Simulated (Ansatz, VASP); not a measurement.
MgO: VASP beside Ansatz

```xyz
4
Lattice="2.9580 0.0000 0.0000 -1.4790 2.5617 0.0000 0.0000 0.0000 5.1565" Properties=species:S:1:pos:R:3 pbc="T T T"
Mg    0.0000    0.0000    0.0000
Mg    0.0000    0.0000    2.5783
O     0.0000    1.7078    3.8674
O     1.4790    0.8539    1.2891
```

Alike in both runs: functional PBE; k mesh 6 × 6 × 4; occupations gaussian, width 0.1 eV; no spin polarisation.

Ansatz relaxed the structure, and its values are those at the end. VASP's run is a single point on that final structure, the one shown.

```csv
,VASP,Ansatz
version,VASP 6.6.1,Ansatz 0.2.0
potentials or method,"VASP PAW PBE potentials, release 64 (Mg, O), cutoff 600 eV","scalar-relativistic, plane waves, PAW"
valence electrons in the cell,16,32
```

```tsv
	VASP	Ansatz	Ansatz less VASP
gap on the k mesh at the Fermi level (eV)	4.11	4.13	+0.016
least direct gap on the mesh (eV)	4.11	4.13	+0.016
pressure (GPa)	-0.9	0.0	+0.91
```

The functional is the same, so the differences come from potentials, cutoffs and numerics. VASP's potentials hold 16 valence electrons a cell and Ansatz's 32, so a difference there can come from the potentials and not from the codes.
